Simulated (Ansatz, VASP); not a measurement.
**Two plane-wave programs on ZnO**

```
Zn O
1.0
     0.00000    2.22368    2.27791
     2.22368    0.00000    2.27791
     2.22368    2.22368    0.00000
Zn O
1 1
Direct
  0.00000 0.00000 0.00000
  0.50000 0.50000 0.50000
```

Change from the starting cell: strain +0.025 along x and y, +0.050 along z, atoms carried along.

Alike in both runs: task single point; functional LDA; k mesh 12 × 12 × 12; occupations gaussian, width 0.05 eV; no spin polarisation.

```csv
,VASP,Ansatz
version,VASP 6.6.1,Ansatz 0.2.0
potentials or method,"VASP PAW LDA potentials, release 64 (Zn, O), cutoff 520 eV","scalar-relativistic, plane waves, PAW"
valence electrons in the cell,18,18
```

|  | VASP | Ansatz | Ansatz less VASP |
| --- | --- | --- | --- |
| gap on the k mesh at the Fermi level (eV) | 0.22 | 0.22 | -0.002 |
| least direct gap on the mesh (eV) | 1.10 | 1.10 | +0.001 |
| pressure (GPa) | -24.6 | -25.2 | -0.68 |
| traceless stress, the component that is largest in VASP (GPa) | 0.32 | 0.40 | +0.084 |

LDA's correlation is that of Perdew and Zunger in VASP and of Perdew and Wang (1992) in Ansatz.
